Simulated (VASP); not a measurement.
# WS2 (Tungstenite) (P6_3/mmc) in VASP: notebook, part 2 of 2

VASP 6.6.1. The steps go on from the part before.

### Step 6. Single point, PBE

This run uses another cell than the first one, of 18.24 Å³/atom, 0.962 times its volume.

Contents of INCAR:

```
PREC = Accurate
ENCUT = 520
EDIFF = 1E-7
ISMEAR = 1
SIGMA = 0.1
LREAL = False
LASPH = True
NELM = 60
ALGO = Normal
ISIF = 2
LWAVE = False
LCHARG = False
GGA = PE
NBANDS = 35
```

Contents of KPOINTS:

```
regular mesh
0
Gamma
  8 8 2
```

Contents of POSCAR:

```
WS2
1.0
    3.1800000000      0.0000000000      0.0000000000
   -1.5900000000      2.7539607840      0.0000000000
    0.0000000000      0.0000000000     12.5000000000
W S
2 4
Direct
    0.6666666667      0.3333333333      0.7500000000
    0.3333333333      0.6666666667      0.2500000000
    0.6666666667      0.3333333333      0.3750000000
    0.3333333333      0.6666666667      0.8750000000
    0.6666666667      0.3333333333      0.1250000000
    0.3333333333      0.6666666667      0.6250000000
```

Potentials or basis: VASP PAW PBE potentials, release 64 (W_sv, S).

On the command line:

```sh
$ cat potpaw_PBE.64/W_sv/POTCAR potpaw_PBE.64/S/POTCAR > POTCAR
$ mpirun -np 1 vasp_std > vasp.out
```

OUTCAR:

```text
PREC = Accurate
   ENCUT = 520
   EDIFF = 1E-7
   ISMEAR = 1
   LREAL = False
   LASPH = True
   NELM = 60
   ISIF = 2
   GGA = PE

 ion  position               nearest neighbor table
   1  0.667  0.333  0.750-   4 2.41   6 2.41   4 2.41   6 2.41   4 2.41   6 2.41
   2  0.333  0.667  0.250-   3 2.41   5 2.41   3 2.41   5 2.41   3 2.41   5 2.41
   3  0.667  0.333  0.375-   2 2.41   2 2.41   2 2.41
   4  0.333  0.667  0.875-   1 2.41   1 2.41   1 2.41
   5  0.667  0.333  0.125-   2 2.41   2 2.41   2 2.41
   6  0.333  0.667  0.625-   1 2.41   1 2.41   1 2.41

  LATTYP: Found a hexagonal cell.
 ALAT       =     3.1800000000
 C/A-ratio  =     3.9308176101

  Lattice vectors:

 A1 = (   3.1800000000,   0.0000000000,   0.0000000000)
 A2 = (  -1.5900000000,   2.7539607840,   0.0000000000)
 A3 = (   0.0000000000,   0.0000000000,  12.5000000000)

Analysis of symmetry for initial positions (statically):
=====================================================================
 Subroutine PRICEL returns:
 Original cell was already a primitive cell.

 Routine SETGRP: Setting up the symmetry group for a
 hexagonal supercell.

 Subroutine GETGRP returns: Found 24 space group operations
 (whereof 12 operations were pure point group operations)
 out of a pool of 24 trial point group operations.

The static configuration has the point symmetry D_3d.
 The point group associated with its full space group is D_6h.

Analysis of symmetry for dynamics (positions and initial velocities):
=====================================================================
 Subroutine PRICEL returns:
 Original cell was already a primitive cell.

 Routine SETGRP: Setting up the symmetry group for a
 hexagonal supercell.

 Subroutine GETGRP returns: Found 24 space group operations
 (whereof 12 operations were pure point group operations)
 out of a pool of 24 trial point group operations.

The dynamic configuration has the point symmetry D_3d.
 The point group associated with its full space group is D_6h.

 Subroutine INISYM returns: Found 24 space group operations
 (whereof 12 operations are pure point group operations),
 and found     1 'primitive' translations

----------------------------------------------------------------------------------------

                                     Primitive cell

  volume of cell :     109.4699

  direct lattice vectors                    reciprocal lattice vectors
     3.180000000  0.000000000  0.000000000     0.314465409  0.181556688  0.000000000
    -1.590000000  2.753960784  0.000000000     0.000000000  0.363113377  0.000000000
     0.000000000  0.000000000 12.500000000     0.000000000  0.000000000  0.080000000

  length of vectors
     3.180000000  3.180000000 12.500000000     0.363113377  0.363113377  0.080000000

  position of ions in fractional coordinates (direct lattice)
     0.666666667  0.333333333  0.750000000
     0.333333333  0.666666667  0.250000000
     0.666666667  0.333333333  0.375000000
     0.333333333  0.666666667  0.875000000
     0.666666667  0.333333333  0.125000000
     0.333333333  0.666666667  0.625000000

  ion indices of the primitive-cell ions
   primitive index   ion index
                 1           1
                 2           2
                 3           3
                 4           4
[... 31 lines left out ...]
  0.000000  0.000000  0.000000      1.000000
  0.125000  0.000000  0.000000      6.000000
  0.250000  0.000000  0.000000      6.000000
  0.375000  0.000000  0.000000      6.000000
  0.500000  0.000000  0.000000      3.000000
  0.125000  0.125000  0.000000      6.000000
[... 12 lines left out ...]
  0.250000  0.250000  0.500000      6.000000
  0.375000  0.250000  0.500000      6.000000
   k-points           NKPTS =     20   k-points in BZ     NKDIM =     20   number of bands    NBANDS=     35
   number of dos      NEDOS =    301   number of ions     NIONS =      6
   total plane-waves  NPLWV =  55296
   dimension x,y,z NGX =    24 NGY =   24 NGZ =   96
   dimension x,y,z NGXF=    48 NGYF=   48 NGZF=  192
   ions per type =               2   4
   NGX,Y,Z   is equivalent  to a cutoff of  12.55, 12.55, 12.77 a.u.
   NGXF,Y,Z  is equivalent  to a cutoff of  25.09, 25.09, 25.54 a.u.
 SYSTEM =  unknown system
   PREC   = accura    normal or accurate (medium, high low for compatibility)
   ISTART =      0    job   : 0-new  1-cont  2-samecut
   ICHARG =      2    charge: 1-file 2-atom 10-const
   ISPIN  =      1    spin polarized calculation?
   LNONCOLLINEAR =      F non collinear calculations
   LSORBIT =      F    spin-orbit coupling
   LASPH  =      T    aspherical Exc in radial PAW
   ENCUT  =  520.0 eV  38.22 Ry    6.18 a.u.   5.91  5.91 23.24*2*pi/ulx,y,z
   NELM   =     60;   NELMIN=  2; NELMDL= -5     # of ELM steps
   EDIFF  = 0.1E-06   stopping-criterion for ELM
   LREAL  =      F    real-space projection
   EDIFFG = 0.1E-05   stopping-criterion for IOM
   NSW    =      0    number of steps for IOM
   IBRION =     -1    ionic relax: 0-MD 1-quasi-New 2-CG
   NFREE  =      0    steps in history (QN), initial steepest desc. (CG)
   ISIF   =      2    stress and relaxation
   ISYM   =      2    0-nonsym 1-usesym 2-fastsym
   POTIM  = 0.5000    time-step for ionic-motion
   TEBEG  =    0.0;   TEEND  =   0.0 temperature during run
   PSTRESS=    0.0 pullay stress
   NELECT =      52.0000    total number of electrons
   NUPDOWN=      -1.0000    fix difference up-down
   EMIN   =  10.00;   EMAX   =-10.00  energy-range for DOS
   EFERMI =   0.00;   METHOD = LEGACY
   ISMEAR =     1;   SIGMA  =   0.10  broadening in eV -4-tet -1-fermi 0-gaus
   EFERMI_NEDOS =   21; number of points for ismear=-14 and -15
   IALGO  =     38    algorithm
   IMIX   =      4    mixing-type and parameters
     AMIX     =   0.40;   BMIX     =  1.00
     AMIX_MAG =   1.60;   BMIX_MAG =  1.00
  volume/ion in A,a.u.               =      18.24       123.12
  Fermi-wavevector in a.u.,A,eV,Ry     =   1.277353  2.413847 22.199688  1.631631
  Thomas-Fermi vector in A             =   2.409958
   LORBIT       =      0    0 simple, 1 ext, 2 COOP (PROOUT), +10 PAW based schemes
   GGA     = PE    functional components
   LHFCALC =     F    Hartree Fock is set to
   AEXX    =    0.0000 exact exchange contribution
   IVDW    =     0    specifies the selected vdW correction
   LEPSILON=     F    determine dielectric tensor
   LRPA    =     F    only Hartree local field effects (RPA)
 non-spin polarized calculation
 Methfessel and Paxton  Order N= 1 SIGMA  =   0.10
  energy-cutoff  :      520.00
  volume of cell :      109.47
 maximum number of plane-waves:      2966
 NGX is ok and might be reduce to    24
   NGX = 11   NGY = 11   NGZ = 47

 number of electron      52.0000006 magnetization

 Free energy of the ion-electron system (eV)
  ---------------------------------------------------
  ext. energy  EPLUGINS =         0.00000000
  ---------------------------------------------------
  free energy    TOTEN  =       -47.28067850 eV

  energy without entropy =      -47.28072380  energy(sigma->0) =      -47.28069360

 E-fermi :   7.2045     XC(G=0): -10.7731

 val. band max:        7.1203453948   @ k =   0.0000   0.0000   0.0000
 cond. band min:       8.3244323146   @ k =   0.2500   0.1250   0.0000
 fundamental gap:      1.2040869198
 Fermi energy:         7.2045332886

 k-point     1 :       0.0000    0.0000    0.0000
  band No.  band energies     occupation
      1     -67.5160      2.00000
      2     -67.5160      2.00000
      3     -31.7551      2.00000
      4     -31.7551      2.00000
      5     -31.6062      2.00000
      6     -31.6062      2.00000
[... 749 lines left out ...]
     34      11.7681      0.00000
     35      13.0744      0.00000

------------------------ aborting loop because EDIFF is reached ----------------------------------------

  FORCE on cell =-STRESS in cart. coord.  units (eV):
  Direction    XX          YY          ZZ          XY          YZ          ZX
  --------------------------------------------------------------------------------------
  -------------------------------------------------------------------------------------
  Total        1.1098286      1.1098286      2.3688143      0.0000000      0.0000000      0.0000000
  in kB       16.2432001     16.2432001     34.6694307      0.0000000      0.0000000      0.0000000
  external PRESSURE =      22.3852770 kB  Pullay stress =       0.0000000 kB

 VOLUME and BASIS-vectors are now :
 -----------------------------------------------------------------------------
  energy-cutoff  :      520.00
  volume of cell :      109.47
      direct lattice vectors                 reciprocal lattice vectors
     3.180000000  0.000000000  0.000000000     0.314465409  0.181556688  0.000000000
    -1.590000000  2.753960784  0.000000000     0.000000000  0.363113377  0.000000000
     0.000000000  0.000000000 12.500000000     0.000000000  0.000000000  0.080000000

 POSITION                                       TOTAL-FORCE (eV/Angst)
 -----------------------------------------------------------------------------------
      1.59000      0.91799      9.37500         0.000000      0.000000      0.000000
     -0.00000      1.83597      3.12500        -0.000000      0.000000      0.000000
      1.59000      0.91799      4.68750        -0.000000      0.000000      0.132393
     -0.00000      1.83597     10.93750         0.000000      0.000000      0.132393
      1.59000      0.91799      1.56250        -0.000000      0.000000     -0.132393
     -0.00000      1.83597      7.81250         0.000000      0.000000     -0.132393
 -----------------------------------------------------------------------------------
    total drift:                               -0.000000      0.000000     -0.000000

  FREE ENERGIE OF THE ION-ELECTRON SYSTEM (eV)
  ---------------------------------------------------
  free  energy   TOTEN  =       -47.2806785006 eV

  energy  without entropy=      -47.2807238003  energy(sigma->0) =      -47.28069360
```

OSZICAR:

```text
N       E                     dE             d eps       ncg     rms          rms(c)
DAV:   1     0.512049558922E+03    0.51205E+03   -0.28501E+04  1520   0.148E+03
DAV:   2    -0.162426102131E+02   -0.52829E+03   -0.50993E+03  1614   0.406E+02
DAV:   3    -0.491887985657E+02   -0.32946E+02   -0.31858E+02  1706   0.964E+01
DAV:   4    -0.500168948418E+02   -0.82810E+00   -0.82430E+00  1709   0.160E+01
DAV:   5    -0.500340566348E+02   -0.17162E-01   -0.17146E-01  1686   0.243E+00    0.375E+01
DAV:   6    -0.476412234254E+02    0.23928E+01   -0.85383E+00  1587   0.195E+01    0.161E+01
DAV:   7    -0.474154148814E+02    0.22581E+00   -0.25610E+00  1541   0.835E+00    0.670E+00
DAV:   8    -0.472807584452E+02    0.13466E+00   -0.37854E-01  1600   0.424E+00    0.208E+00
DAV:   9    -0.472831957466E+02   -0.24373E-02   -0.47624E-02  1697   0.113E+00    0.111E+00
DAV:  10    -0.472811587043E+02    0.20370E-02   -0.24351E-02  1666   0.994E-01    0.375E-01
DAV:  11    -0.472806658547E+02    0.49285E-03   -0.42760E-03  1544   0.394E-01    0.180E-01
DAV:  12    -0.472806478154E+02    0.18039E-04   -0.17723E-04  1604   0.763E-02    0.695E-02
DAV:  13    -0.472806760287E+02   -0.28213E-04   -0.30692E-05  1653   0.311E-02    0.530E-02
DAV:  14    -0.472806788067E+02   -0.27780E-05   -0.21982E-05  1600   0.272E-02    0.304E-02
DAV:  15    -0.472806782787E+02    0.52795E-06   -0.36175E-06  1633   0.126E-02    0.136E-02
DAV:  16    -0.472806784336E+02   -0.15482E-06   -0.10534E-06  1550   0.402E-03    0.258E-03
DAV:  17    -0.472806785006E+02   -0.67075E-07   -0.95681E-08   901   0.148E-03
   1 F= -.47280679E+02 E0= -.47280694E+02  d E =0.452997E-04
```

It took 40 s on 1 thread of Intel Xeon 6975P-C (Granite Rapids), shared host; peak memory 0.24 GiB.

What came out:

- Free energy: -47.2807 eV
- Pressure: 2.2 GPa
- Largest force: 0.132 eV/Å
- Band gap on the k mesh: 1.20 eV, indirect (least direct gap 2.19 eV)

Forces in eV/Å, atoms in the order of the input:
```
W    0.000  0.000  0.000
W    0.000  0.000  0.000
S    0.000  0.000  0.132
S    0.000  0.000  0.132
S    0.000  0.000 -0.132
S    0.000  0.000 -0.132
```

Caveat: spin-orbit coupling is left out, which moves the levels of the heavy elements; this functional lacks dispersion, which binds the layers, so the pressure and a relaxed spacing across them are unreliable. A hybrid or GW would open this gap; PBE tends to underestimate it.

### Step 7. Overview

| level | cell | k mesh | smearing | gap on the mesh (eV) | pressure (GPa) | largest force (eV/Å) |
| --- | --- | --- | --- | --- | --- | --- |
| RPBE+D3(BJ) | a = 3.222, b = 3.222, c = 12.664 Å, angles 90.0, 90.0, 120.0°, 6 atoms | 10 × 10 × 3 | fermi-dirac 0.05 eV | 1.22 | -19.0 | 1.01 |
| PBE | a = 3.222, b = 3.222, c = 12.664 Å, angles 90.0, 90.0, 120.0°, 6 atoms | 10 × 10 × 3 | fermi-dirac 0.05 eV | 1.16 | -3.7 | 0.52 |
| PBE+D3(BJ) | a = 3.242, b = 3.242, c = 12.745 Å, angles 90.0, 90.0, 120.0°, 6 atoms | 10 × 10 × 3 | fermi-dirac 0.05 eV | 1.17 | -9.5 | 0.81 |
| RPBE+D3(BJ) | a = 3.242, b = 3.242, c = 12.745 Å, angles 90.0, 90.0, 120.0°, 6 atoms | 10 × 10 × 3 | fermi-dirac 0.05 eV | 1.23 | -21.0 | 1.31 |
| PBE | a = 3.180, b = 3.180, c = 12.500 Å, angles 90.0, 90.0, 120.0°, 6 atoms | 8 × 8 × 2 | methfessel-paxton 0.1 eV | 1.20 | 2.2 | 0.13 |

Alike in all rows: task single point; potentials or basis VASP PAW PBE potentials, release 64 (W_sv, S); no spin polarisation; cutoff (eV) 520.

Caveats: spin-orbit coupling is left out, which moves the levels of the heavy elements; the PAW data sets were made with another functional, which shifts forces and pressure a little (some runs); this functional lacks dispersion, which binds the layers, so the pressure and a relaxed spacing across them are unreliable (some runs).

Absolute energies hang on the potentials; compare differences alone.
